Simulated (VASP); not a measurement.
Set up this calculation in VASP 6.6.1, as the native input.

```yaml
Task: single point
Functional: r2SCAN
Potentials_or_basis: VASP PAW PBE potentials, release 64 (In_d, As)
Cutoff: 520 eV
k_mesh: 10 × 10 × 10
Occupations: gaussian, width 0.03 eV
Spin: no spin polarisation
Dipole_correction: no
Further_INCAR_settings: ALGO = Normal; EDIFF = 1e-07; NBANDS = 16
```

Crystal: InAs.

```
In As
1.0
     0.00000    2.77077    3.60200
     2.77077    0.00000    3.60200
     2.77077    2.77077    0.00000
In As
1 1
Direct
  0.00000 0.00000 0.00000
  0.75000 0.75000 0.75000
```

This cell differs from its parent crystal: ratio of the length along z to the lengths across it x 1.3, volume and fractional coordinates fixed.

One way to write it, as run:

POSCAR

```
InAs
1.0
    0.0000000000      2.7707712291      3.6020025978
    2.7707712291      0.0000000000      3.6020025978
    2.7707712291      2.7707712291      0.0000000000
In As
1 1
Direct
    0.0000000000      0.0000000000      0.0000000000
    0.7500000000      0.7500000000      0.7500000000
```

INCAR.step1

```
PREC = Accurate
ENCUT = 520
ISMEAR = 0
SIGMA = 0.03
LREAL = False
LASPH = True
NELM = 100
NBANDS = 16
GGA = PE
ALGO = Normal
EDIFF = 1E-4
LWAVE = True
LCHARG = False
```

INCAR.step2

```
PREC = Accurate
ENCUT = 520
EDIFF = 1E-7
ISMEAR = 0
SIGMA = 0.03
LREAL = False
LASPH = True
NELM = 100
ALGO = Normal
ISIF = 2
LWAVE = False
LCHARG = True
METAGGA = R2SCAN
LMIXTAU = True
LELF = True
LVHAR = True
NBANDS = 16
ISTART = 1
```

KPOINTS

```
regular mesh
0
Gamma
  10 10 10
```

Potentials or basis: VASP PAW PBE potentials, release 64 (In_d, As).

Run with:

```bash
$ cat potpaw_PBE.64/In_d/POTCAR potpaw_PBE.64/As/POTCAR > POTCAR
$ cp INCAR.step1 INCAR
$ mpirun -np 1 vasp_std > vasp.out
$ cp INCAR.step2 INCAR
$ mpirun -np 1 vasp_std > vasp.out
```

Results of the run:

```
Pressure               : 0.9 GPa
Band gap on the k mesh : zero (bands 9 and 10 overlap by 0.15 eV)
```

Caveat: the stress differs along the axes, from -9 to 6 GPa; semilocal functionals underestimate gaps, and a narrow one can read as zero; the PAW data sets were made with another functional, which shifts forces and pressure a little; spin-orbit coupling is left out, which moves the levels of the heavy elements.

Run time: 2.8 min on 1 thread of Intel(R) Xeon(R) 6975P-C (Granite Rapids), on a shared host, peak memory 0.26 GiB.
